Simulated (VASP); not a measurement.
A run of VASP 6.6.1 is set up as follows.

The input INCAR:

```
SYSTEM = Ti3Se
PREC     = Accurate       ! precision mode
ENCUT    = 600            ! plane-wave cutoff, eV
EDIFF    = 1E-6           ! SCF threshold, eV
ISMEAR   = 0              ! smearing method
SIGMA    = 0.1            ! smearing width, eV
LREAL    = .False.        ! projectors in reciprocal space
LASPH    = .True.         ! aspherical terms in the spheres
NELM     = 80             ! most SCF steps
ALGO     = Normal         ! electronic algorithm
ISIF     = 3              ! what is computed and relaxed
LWAVE    = .False.        ! write WAVECAR
LCHARG   = .False.        ! write CHGCAR
GGA      = PE             ! functional
IBRION   = 2              ! ionic algorithm
NSW      = 100            ! ionic steps
EDIFFG   = -0.01          ! ionic threshold
```

KPOINTS

```
Automatic mesh
0
Gamma
  18 18 6
  0 0 0
```

Contents of POSCAR:

```
Ti3Se
1.0
    3.1974456500      0.0000000000      0.0000000000
   -1.5987228300      2.7690691600      0.0000000000
    0.0000000000      0.0000000000      7.9427452100
Ti Se
3 1
Direct
    0.3333333300      0.6666666700      0.2270980000
    0.3333333300      0.6666666700      0.7729020000
    0.6666666700      0.3333333300      0.5000000000
    0.0000000000      0.0000000000      0.0000000000
```

Potentials or basis: VASP PAW PBE potentials, release 64 (Ti_sv, Se).

Command:

```console
$ cat potpaw_PBE.64/Ti_sv/POTCAR potpaw_PBE.64/Se/POTCAR > POTCAR
$ mpirun -np 1 vasp_std > vasp.out
```

Question: What does it give for the relaxed volume?

Answer: 17.60 Å³/atom.

Question: Estimate the relaxed cell.

Answer: a = 3.197 Å, b = 3.197 Å, c = 7.953 Å, α = 90.00°, β = 90.00°, γ = 120.00°.

Question: Estimate the band gap on the k mesh.

Answer: Zero (bands 21 and 22 overlap by 0.68 eV).

Step by step:
```
step  energy change (eV)  largest force (eV/Å)  pressure (GPa)  volume (Å³)
   1              0.0000                0.0344            0.16        70.32
   2             -0.0001                0.0058           -0.17        70.51
   3             -0.0001                0.0161           -0.07        70.45
   4             -0.0002                0.0062           -0.02        70.40
```
